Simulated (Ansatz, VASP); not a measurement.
# SnTe in VASP and in Ansatz

INCAR

```
SYSTEM = SnTe
  PREC = Accurate
  ENCUT = 520
  EDIFF = 1E-7
  ISMEAR = 0
  SIGMA = 0.03
  LREAL = .FALSE.
  LASPH = .TRUE.
  NELM = 80
  ALGO = Normal
  ISIF = 2
  LWAVE = .FALSE.
  LCHARG = .FALSE.
  GGA = PE
  NBANDS = 17
```

The input KPOINTS:

```
regular mesh
0
G
  10 10 10
  0 0 0
```

POSCAR

```
SnTe
1.0
    0.0000000000      3.2669775000      3.1565000000
    3.2669775000      0.0000000000      3.1565000000
    3.2669775000      3.2669775000      0.0000000000
Sn Te
1 1
Direct
    0.0000000000      0.0000000000      0.0000000000
    0.5000000000      0.5000000000      0.5000000000
```

Input for Ansatz:

```yaml
crystal:
  lattice:
    - [0.0, 3.2669775, 3.1565]
    - [3.2669775, 0.0, 3.1565]
    - [3.2669775, 3.2669775, 0.0]
  atoms:
    - { symbol: Sn, position: [0.0, 0.0, 0.0] }
    - { symbol: Te, position: [0.5, 0.5, 0.5] }
basis:
  ecutwfc: 420
kpoints:
  mp_grid: { grid: [10, 10, 10] }
hamiltonian:
  xc: pbe
scf:
  occupations: { method: gaussian, width: 0.03 }
output:
  forces: true
  stress: true
  eigenvalues: true
```

Change from the starting cell: strain +0.0350 x Voigt [1, 1, 0, 0, 0, 0], atoms carried along.

Alike in both runs: task single point; functional PBE; k mesh 10 × 10 × 10; occupations gaussian, width 0.03 eV; no spin polarisation.

|  | VASP | Ansatz |
| --- | --- | --- |
| version | VASP 6.6.1 | Ansatz 0.2.0 |
| potentials or method | VASP PAW PBE potentials, release 64 (Sn_d, Te), cutoff 520 eV | scalar-relativistic, plane waves, PAW |
| valence electrons in the cell | 20 | 30 |

VASP gave:

| Property | Result |
| --- | --- |
| gap on the k mesh at the Fermi level (eV) | 0.06 |
| least direct gap on the mesh (eV) | 0.06 |
| pressure (GPa) | -0.8 |
| traceless stress, the component that is largest in VASP (GPa) | 2.48 |

Problem. What did Ansatz give for the same quantities?

Solution. gap on the k mesh at the Fermi level (eV): 0.06; least direct gap on the mesh (eV): 0.06; pressure (GPa): -0.7; traceless stress, the component that is largest in VASP (GPa): 2.48.

With one functional, cell and mesh, what is left measures potentials, basis and numerics. VASP's potentials hold 20 valence electrons a cell and Ansatz's 30, so a difference there can come from the potentials and not from the codes.

Neither program's run includes spin-orbit coupling.
